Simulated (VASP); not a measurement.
# BaS (I4/mmm) in VASP: further runs

The runs below take BaS through single point, with PBEsol.

Everything below comes from runs of VASP 6.6.1. Logs are shortened: lines on timing, memory, paths and dates and some standing lists are left out, and cuts for length are marked.

## 1. The cell of the first run

The structure is tetragonal, space group I4/mmm (No. 139). Conventional cell: a = 4.388 Å, b = 4.388 Å, c = 6.376 Å, α = 90.00°, β = 90.00°, γ = 90.00°. Ba (site symmetry 4/mmm) has 6 S at 3.10 to 3.19 Å within 4.1 Å. S (site symmetry 4/mmm) has 6 Ba at 3.10 to 3.19 Å within 4.1 Å.

## 2. Single point, PBEsol (in-plane strain -0.02, then relaxed in part)

File INCAR:

```
SYSTEM = BaS
PREC = Accurate ; ENCUT = 520
EDIFF = 1E-7 ; ISMEAR = 0
SIGMA = 0.01 ; LREAL = .FALSE.
LASPH = .TRUE. ; NELM = 80
ALGO = Normal ; ISIF = 2
LWAVE = .FALSE. ; LCHARG = .TRUE.
GGA = PS ; LELF = .TRUE.
LVHAR = .TRUE. ; NBANDS = 15
```

File KPOINTS:

```
Automatic mesh
0
G
  6 6 6
  0 0 0
```

File POSCAR:

```
BaS
1.0
    3.1029706026      3.1029706026      0.0000000000
   -3.1029706026      3.1029706026      0.0000000000
    0.0000000000      3.1029706026      3.1880569527
Ba S
1 1
Direct
    0.0000000000      0.0000000000      0.0000000000
    0.5000000000      0.5000000000      0.0000000000
```

Potentials or basis: VASP PAW PBE potentials, release 64 (Ba_sv, S).

Command:

```console
$ cat potpaw_PBE.64/Ba_sv/POTCAR potpaw_PBE.64/S/POTCAR > POTCAR
$ mpirun -np 1 vasp_std > vasp.out
```

OUTCAR:

```text
SYSTEM = BaS
   PREC = Accurate
   ENCUT = 520
   EDIFF = 1E-7
   ISMEAR = 0
   LREAL = .FALSE.
   LASPH = .TRUE.
   NELM = 80
   ISIF = 2
   GGA = PS

 ion  position               nearest neighbor table
   1  0.000  0.000  0.000-   2 3.10   2 3.10   2 3.10   2 3.10   2 3.19   2 3.19
   2  0.500  0.500  0.000-   1 3.10   1 3.10   1 3.10   1 3.10   1 3.19   1 3.19

  LATTYP: Found a body centered tetragonal cell.
 ALAT       =     4.3882631098
 C/A-ratio  =     1.4529926182

  Lattice vectors:

 A1 = (   3.1029706026,   0.0000000000,  -3.1880569527)
 A2 = (  -3.1029706026,   0.0000000000,  -3.1880569527)
 A3 = (   0.0000000000,   3.1029706026,   3.1880569527)

Analysis of symmetry for initial positions (statically):
=====================================================================
 Subroutine PRICEL returns:
 Original cell was already a primitive cell.

 Routine SETGRP: Setting up the symmetry group for a
 body centered tetragonal supercell.

 Subroutine GETGRP returns: Found 16 space group operations
 (whereof 16 operations were pure point group operations)
 out of a pool of 16 trial point group operations.

The static configuration has the point symmetry D_4h.

Analysis of symmetry for dynamics (positions and initial velocities):
=====================================================================
 Subroutine PRICEL returns:
 Original cell was already a primitive cell.

 Routine SETGRP: Setting up the symmetry group for a
 body centered tetragonal supercell.

 Subroutine GETGRP returns: Found 16 space group operations
 (whereof 16 operations were pure point group operations)
 out of a pool of 16 trial point group operations.

The dynamic configuration has the point symmetry D_4h.

 Subroutine INISYM returns: Found 16 space group operations
 (whereof 16 operations are pure point group operations),
 and found     1 'primitive' translations

----------------------------------------------------------------------------------------

                                     Primitive cell

  volume of cell :      61.3919

  direct lattice vectors                    reciprocal lattice vectors
     3.102970603  3.102970603  0.000000000     0.161135913  0.161135913 -0.156835341
    -3.102970603  3.102970603  0.000000000    -0.161135913  0.161135913 -0.156835341
     0.000000000  3.102970603  3.188056953     0.000000000  0.000000000  0.313670682

  length of vectors
     4.388263110  4.388263110  4.448835094     0.276634938  0.276634938  0.313670682

  position of ions in fractional coordinates (direct lattice)
     0.000000000  0.000000000  0.000000000
     0.500000000  0.500000000  0.000000000

[... 84 lines left out ...]
   POTIM  = 0.5000    time-step for ionic-motion
   TEBEG  =    0.0;   TEEND  =   0.0 temperature during run
   PSTRESS=    0.0 pullay stress
   NELECT =      16.0000    total number of electrons
   NUPDOWN=      -1.0000    fix difference up-down
   EMIN   =  10.00;   EMAX   =-10.00  energy-range for DOS
   EFERMI =   0.00;   METHOD = LEGACY
   ISMEAR =     0;   SIGMA  =   0.01  broadening in eV -4-tet -1-fermi 0-gaus
   EFERMI_NEDOS =   21; number of points for ismear=-14 and -15
   IALGO  =     38    algorithm
   IMIX   =      4    mixing-type and parameters
     AMIX     =   0.40;   BMIX     =  1.00
     AMIX_MAG =   1.60;   BMIX_MAG =  1.00
  volume/ion in A,a.u.               =      30.70       207.15
  Fermi-wavevector in a.u.,A,eV,Ry     =   1.045709  1.976104 14.878083  1.093508
  Thomas-Fermi vector in A             =   2.180517
   LORBIT       =      0    0 simple, 1 ext, 2 COOP (PROOUT), +10 PAW based schemes
   GGA     = PS    functional components
   LHFCALC =     F    Hartree Fock is set to
   AEXX    =    0.0000 exact exchange contribution
   IVDW    =     0    specifies the selected vdW correction
   LEPSILON=     F    determine dielectric tensor
   LRPA    =     F    only Hartree local field effects (RPA)
 non-spin polarized calculation
 Gauss-broadening in eV      SIGMA  =   0.01
  energy-cutoff  :      520.00
  volume of cell :       61.39
 maximum number of plane-waves:      1670
 NGX is ok and might be reduce to    36
   NGX = 17   NGY = 17   NGZ = 17

 number of electron      15.9999998 magnetization

 Free energy of the ion-electron system (eV)
  ---------------------------------------------------
  ext. energy  EPLUGINS =         0.00000000
  ---------------------------------------------------
  free energy    TOTEN  =       -10.68666175 eV

  energy without entropy =      -10.68666175  energy(sigma->0) =      -10.68666175

 E-fermi :   1.7735     XC(G=0):  -9.0724

 val. band max:        1.7024008149   @ k =   0.0000   0.0000   0.0000
 cond. band min:       3.5241358202   @ k =   0.5000   0.5000   0.0000
 fundamental gap:      1.8217350053
 Fermi energy:         1.7735296112

 k-point     1 :       0.0000    0.0000    0.0000
  band No.  band energies     occupation
      1     -24.1931      2.00000
      2      -9.2315      2.00000
      3      -9.2315      2.00000
      4      -9.2213      2.00000
      5      -8.7848      2.00000
      6       1.5948      2.00000
      7       1.7024      2.00000
      8       1.7024      2.00000
      9       5.3060      0.00000
     10       5.3188      0.00000
     11       5.5125      0.00000
     12       5.5125      0.00000
     13       6.4317      0.00000
     14       6.5456      0.00000
[... 401 lines left out ...]
      2     -10.2865      2.00000
      3      -9.5676      2.00000
      4      -9.4558      2.00000
      5      -7.7255      2.00000
      6       0.2272      2.00000
      7       0.8794      2.00000
      8       1.0058      2.00000
      9       6.1395      0.00000
     10       6.2615      0.00000
     11       8.4821      0.00000
     12       8.8525      0.00000
     13       9.2352      0.00000
     14      11.2406      0.00000
     15      11.7889      0.00000

 [... further k-points ...]
[... 5 lines left out ...]
  --------------------------------------------------------------------------------------
  -------------------------------------------------------------------------------------
  Total        1.3467156      1.3467156      0.2346917      0.0000000     -0.0000000      0.0000000
  in kB       35.1459332     35.1459332      6.1248699      0.0000000     -0.0000000      0.0000000
  external PRESSURE =      25.4722454 kB  Pullay stress =       0.0000000 kB

 VOLUME and BASIS-vectors are now :
 -----------------------------------------------------------------------------
  energy-cutoff  :      520.00
  volume of cell :       61.39
      direct lattice vectors                 reciprocal lattice vectors
     3.102970603  3.102970603  0.000000000     0.161135913  0.161135913 -0.156835341
    -3.102970603  3.102970603  0.000000000    -0.161135913  0.161135913 -0.156835341
     0.000000000  3.102970603  3.188056953     0.000000000  0.000000000  0.313670682

 POSITION                                       TOTAL-FORCE (eV/Angst)
 -----------------------------------------------------------------------------------
      0.00000      0.00000      0.00000        -0.000000     -0.000000      0.000000
      0.00000      3.10297      0.00000         0.000000      0.000000      0.000000
 -----------------------------------------------------------------------------------
    total drift:                               -0.000000      0.000000     -0.000000

  FREE ENERGIE OF THE ION-ELECTRON SYSTEM (eV)
  ---------------------------------------------------
  free  energy   TOTEN  =       -10.6866617490 eV

  energy  without entropy=      -10.6866617490  energy(sigma->0) =      -10.68666175
```

OSZICAR:

```text
N       E                     dE             d eps       ncg     rms          rms(c)
DAV:   1     0.811359919929E+02    0.81136E+02   -0.68150E+03   900   0.926E+02
DAV:   2    -0.637395879386E+01   -0.87510E+02   -0.79740E+02  1275   0.168E+02
DAV:   3    -0.110139709211E+02   -0.46400E+01   -0.46105E+01  1170   0.409E+01
DAV:   4    -0.111102896677E+02   -0.96319E-01   -0.96296E-01  1218   0.590E+00
DAV:   5    -0.111118194893E+02   -0.15298E-02   -0.15298E-02  1176   0.633E-01    0.508E+00
DAV:   6    -0.106931838606E+02    0.41864E+00   -0.54167E-01  1054   0.451E+00    0.351E+00
DAV:   7    -0.106824584005E+02    0.10725E-01   -0.13766E-01  1139   0.210E+00    0.184E+00
DAV:   8    -0.106868208781E+02   -0.43625E-02   -0.18461E-02   998   0.891E-01    0.206E-01
DAV:   9    -0.106863114072E+02    0.50947E-03   -0.27609E-03  1159   0.342E-01    0.954E-02
DAV:  10    -0.106866623021E+02   -0.35089E-03   -0.44498E-04  1026   0.155E-01    0.283E-02
DAV:  11    -0.106866607936E+02    0.15085E-05   -0.64285E-05  1166   0.546E-02    0.608E-03
DAV:  12    -0.106866617105E+02   -0.91693E-06   -0.58654E-06  1026   0.139E-02    0.627E-03
DAV:  13    -0.106866617490E+02   -0.38436E-07   -0.50463E-07  1075   0.475E-03
   1 F= -.10686662E+02 E0= -.10686662E+02  d E =-.556807E-26
```

Wall time 26 s (1 thread of Intel Xeon 6975P-C, shared host); peak memory 0.21 GiB.

Results:

```yaml
Free_energy: -10.6867 eV
Pressure: 2.5 GPa
Band_gap_on_the_k_mesh: 1.82 eV, indirect (least direct gap 1.92 eV)
```

Stress tensor (GPa, compression positive):
```
3.51 0.00 0.00
0.00 3.51 0.00
0.00 0.00 0.61
```

Caveat: the cell differs from its parent crystal (in-plane strain -0.02, then relaxed in part); the PAW data sets were made with another functional, which shifts forces and pressure a little; spin-orbit coupling is left out, which moves the levels of the heavy elements. A k mesh can miss the band edges.

## 3. Single point, PBEsol (in-plane strain -0.02)

File INCAR:

```
SYSTEM = BaS
  PREC = Accurate
  ENCUT = 520
  EDIFF = 1E-6
  ISMEAR = 0
  SIGMA = 0.01
  LREAL = .False.
  LASPH = .True.
  NELM = 100
  ALGO = Normal
  ISIF = 2
  LWAVE = .False.
  LCHARG = .True.
  GGA = PS
  LELF = .True.
  LVHAR = .True.
  NBANDS = 15
```

File KPOINTS:

```
Automatic mesh
0
Gamma
  6 6 6
  0 0 0
```

Edit POSCAR of step 2 so:

```diff
@@ -4,3 +4,3 @@
    -3.1029706026      3.1029706026      0.0000000000
-    0.0000000000      3.1029706026      3.1880569527
+    0.0000000000      3.1029706026      3.2042920916
 Ba S
```

Potentials or basis: VASP PAW PBE potentials, release 64 (Ba_sv, S).

Command:

```console
$ cat potpaw_PBE.64/Ba_sv/POTCAR potpaw_PBE.64/S/POTCAR > POTCAR
$ mpirun -np 1 vasp_std > vasp.out
```

Run time: 28 s. Hardware: 1 thread of Intel Xeon 6975P-C, shared host; peak memory 0.21 GiB.

It converged, with:

- Free energy: -10.6874 eV
- Pressure: 2.3 GPa
- Band gap on the k mesh: 1.83 eV, indirect (least direct gap 1.92 eV)

Stress tensor (GPa, compression positive):
```
3.41 0.00 0.00
0.00 3.41 0.00
0.00 0.00 0.08
```

Levels at points of the mesh, in eV from the valence-band top:
```
           k point  band 6  band 7  band 8  band 9  band 10  band 11
(0.00, 0.00, 0.00)   -0.12    0.00    0.00    3.57     3.57     3.82
(0.50, 0.00, 0.00)   -2.17   -1.28   -1.26    5.61     5.64     6.39
(0.50, 0.50, 0.00)   -0.44   -0.24   -0.10    1.83     5.90     6.35
(0.00, 0.00, 0.50)   -0.64   -0.10   -0.10    1.84     5.94     6.22
```

Caveat: the cell differs from its parent crystal (in-plane strain -0.02); the PAW data sets were made with another functional, which shifts forces and pressure a little; spin-orbit coupling is left out, which moves the levels of the heavy elements. A k mesh can miss the band edges.

## 4. Single point, PBEsol (in-plane strain -0.01, then relaxed in part)

File INCAR:

```
ALGO = Normal ; EDIFF = 1E-6
ENCUT = 520 ; GGA = PS
ISIF = 2 ; ISMEAR = 0
LASPH = True ; LCHARG = False
LREAL = False ; LWAVE = False
NBANDS = 15 ; NELM = 100
PREC = Accurate ; SIGMA = 0.01
```

File KPOINTS:

```
k-points
0
Gamma
  6 6 6
```

File POSCAR:

```
BaS
1.0
    3.1346335679      3.1346335679      0.0000000000
   -3.1346335679      3.1346335679      0.0000000000
    0.0000000000      3.1346335679      3.1767404440
Ba S
1 1
Direct
    0.0000000000      0.0000000000      0.0000000000
    0.5000000000      0.5000000000      0.0000000000
```

Command:

```console
$ cat potpaw_PBE.64/Ba_sv/POTCAR potpaw_PBE.64/S/POTCAR > POTCAR
$ mpirun -np 1 vasp_std > vasp.out
```

It used 21 s of CPU time on 1 thread of Intel Xeon 6975P-C, with other jobs on the host.

It converged, with:

```yaml
Free_energy: -10.7074 eV
Pressure: 1.5 GPa
Band_gap_on_the_k_mesh: 1.88 eV, indirect (least direct gap 1.99 eV)
```

Stress tensor (GPa, compression positive):
```
1.99 0.00 0.00
0.00 1.99 0.00
0.00 0.00 0.65
```

Levels at points of the mesh, in eV from the valence-band top:
```
           k point  band 6  band 7  band 8  band 9  band 10  band 11
(0.00, 0.00, 0.00)   -0.05    0.00    0.00    3.59     3.70     3.80
(0.50, 0.00, 0.00)   -2.11   -1.22   -1.21    5.59     5.63     6.39
(0.50, 0.50, 0.00)   -0.47   -0.17   -0.11    1.88     5.97     6.20
(0.00, 0.00, 0.50)   -0.55   -0.11   -0.11    1.89     5.97     6.17
```

Caveat: the cell differs from its parent crystal (in-plane strain -0.01, then relaxed in part); the PAW data sets were made with another functional, which shifts forces and pressure a little; spin-orbit coupling is left out, which moves the levels of the heavy elements. A k mesh can miss the band edges.

## 5. Single point, PBEsol (in-plane strain -0.01)

File INCAR:

```
PREC = Accurate
ENCUT = 520
EDIFF = 1E-6
ISMEAR = 0
SIGMA = 0.01
LREAL = False
LASPH = True
NELM = 60
ALGO = Normal
ISIF = 2
LWAVE = False
LCHARG = True
GGA = PS
LELF = True
LVHAR = True
NBANDS = 15
```

File KPOINTS:

```
Automatic mesh
0
Gamma
  6 6 6
```

Edit POSCAR of step 4 so:

```diff
@@ -4,3 +4,3 @@
    -3.1346335679      3.1346335679      0.0000000000
-    0.0000000000      3.1346335679      3.1767404440
+    0.0000000000      3.1346335679      3.1852943124
 Ba S
```

Potentials or basis: VASP PAW PBE potentials, release 64 (Ba_sv, S).

Command:

```console
$ cat potpaw_PBE.64/Ba_sv/POTCAR potpaw_PBE.64/S/POTCAR > POTCAR
$ mpirun -np 1 vasp_std > vasp.out
```

OUTCAR:

```text
PREC = Accurate
   ENCUT = 520
   EDIFF = 1E-6
   ISMEAR = 0
   LREAL = False
   LASPH = True
   NELM = 60
   ISIF = 2
   GGA = PS

 ion  position               nearest neighbor table
   1  0.000  0.000  0.000-   2 3.13   2 3.13   2 3.13   2 3.13   2 3.19   2 3.19
   2  0.500  0.500  0.000-   1 3.13   1 3.13   1 3.13   1 3.13   1 3.19   1 3.19

  LATTYP: Found a body centered tetragonal cell.
 ALAT       =     4.4330413048
 C/A-ratio  =     1.4370695391

  Lattice vectors:

 A1 = (   3.1346335679,   0.0000000000,  -3.1852943124)
[... 611 lines left out ...]
     11       8.3061      0.00000
     12       8.6729      0.00000
     13       9.0406      0.00000
     14      11.0343      0.00000
     15      11.4328      0.00000

 [... further k-points ...]
[... 5 lines left out ...]
  --------------------------------------------------------------------------------------
  -------------------------------------------------------------------------------------
  Total        0.7597720      0.7597720      0.1396249      0.0000000      0.0000000      0.0000000
  in kB       19.4464678     19.4464678      3.5737184      0.0000000      0.0000000      0.0000000
  external PRESSURE =      14.1555513 kB  Pullay stress =       0.0000000 kB

 VOLUME and BASIS-vectors are now :
 -----------------------------------------------------------------------------
  energy-cutoff  :      520.00
  volume of cell :       62.60
      direct lattice vectors                 reciprocal lattice vectors
     3.134633568  3.134633568  0.000000000     0.159508277  0.159508277 -0.156971366
    -3.134633568  3.134633568  0.000000000    -0.159508277  0.159508277 -0.156971366
     0.000000000  3.134633568  3.185294312     0.000000000  0.000000000  0.313942732

 POSITION                                       TOTAL-FORCE (eV/Angst)
 -----------------------------------------------------------------------------------
      0.00000      0.00000      0.00000        -0.000000     -0.000000      0.000000
      0.00000      3.13463      0.00000         0.000000      0.000000      0.000000
 -----------------------------------------------------------------------------------
    total drift:                               -0.000000      0.000000     -0.000000

  FREE ENERGIE OF THE ION-ELECTRON SYSTEM (eV)
  ---------------------------------------------------
  free  energy   TOTEN  =       -10.7079514355 eV

  energy  without entropy=      -10.7079514355  energy(sigma->0) =      -10.70795144
```

OSZICAR:

```text
N       E                     dE             d eps       ncg     rms          rms(c)
DAV:   1     0.808962011051E+02    0.80896E+02   -0.69072E+03   900   0.934E+02
DAV:   2    -0.659405889601E+01   -0.87490E+02   -0.77810E+02  1233   0.169E+02
DAV:   3    -0.110509169037E+02   -0.44569E+01   -0.44280E+01  1186   0.402E+01
DAV:   4    -0.111314045289E+02   -0.80488E-01   -0.80454E-01  1171   0.554E+00
DAV:   5    -0.111339635753E+02   -0.25590E-02   -0.25590E-02  1205   0.799E-01    0.490E+00
DAV:   6    -0.107129292610E+02    0.42103E+00   -0.54757E-01  1061   0.452E+00    0.338E+00
DAV:   7    -0.107033984376E+02    0.95308E-02   -0.13834E-01  1125   0.209E+00    0.180E+00
DAV:   8    -0.107081600879E+02   -0.47617E-02   -0.19082E-02   984   0.898E-01    0.215E-01
DAV:   9    -0.107075632348E+02    0.59685E-03   -0.27885E-03  1187   0.338E-01    0.102E-01
DAV:  10    -0.107079505952E+02   -0.38736E-03   -0.47354E-04   984   0.155E-01    0.277E-02
DAV:  11    -0.107079505331E+02    0.62154E-07   -0.54161E-05  1208   0.488E-02    0.556E-03
DAV:  12    -0.107079514355E+02   -0.90242E-06   -0.47127E-06   998   0.128E-02
   1 F= -.10707951E+02 E0= -.10707951E+02  d E =-.402671E-25
```

stdout:

```text
POSCAR found type information on POSCAR BaS
 POSCAR found :  2 types and       2 ions
 scaLAPACK will be used
 -----------------------------------------------------------------------------
|                                                                             |
|                                                                             |
|     You enforced a specific xc type in the INCAR file but a different       |
|     I HOPE YOU KNOW WHAT YOU ARE DOING!                                     |
|                                                                             |
 -----------------------------------------------------------------------------

 LDA part: xc-table for (Slater+PW92), standard interpolation
 POSCAR, INCAR and KPOINTS ok, starting setup
 FFT: planning ... GRIDC
 FFT: planning ... GRID_SOFT
 FFT: planning ... GRID
 WAVECAR not read
 entering main loop
```

It used 22 s of CPU time on 1 thread of Intel Xeon 6975P-C (shared host).

What came out:

- Free energy: -10.7080 eV
- Pressure: 1.4 GPa
- Band gap on the k mesh: 1.88 eV, indirect (least direct gap 1.99 eV)

Caveat: the cell differs from its parent crystal (in-plane strain -0.01); the PAW data sets were made with another functional, which shifts forces and pressure a little; spin-orbit coupling is left out, which moves the levels of the heavy elements. A k mesh can miss the band edges.

## 6. The runs side by side

| cell | gap on the mesh (eV) | pressure (GPa) |
| --- | --- | --- |
| a = 4.388, b = 4.388, c = 4.449 Å, angles 60.4, 60.4, 90.0°, 2 atoms | 1.82 | 2.5 |
| a = 4.388, b = 4.388, c = 4.460 Å, angles 60.5, 60.5, 90.0°, 2 atoms | 1.83 | 2.3 |
| a = 4.433, b = 4.433, c = 4.463 Å, angles 60.2, 60.2, 90.0°, 2 atoms | 1.88 | 1.5 |
| a = 4.433, b = 4.433, c = 4.469 Å, angles 60.3, 60.3, 90.0°, 2 atoms | 1.88 | 1.4 |

Alike in all rows: task single point; level PBEsol; potentials or basis VASP PAW PBE potentials, release 64 (Ba_sv, S); no spin polarisation; k mesh 6 × 6 × 6; cutoff (eV) 520; smearing gaussian 0.01 eV.

Caveats: the PAW data sets were made with another functional, which shifts forces and pressure a little; spin-orbit coupling is left out, which moves the levels of the heavy elements.

Total energies depend on the potentials used, so only differences within one code and one set of settings carry meaning.
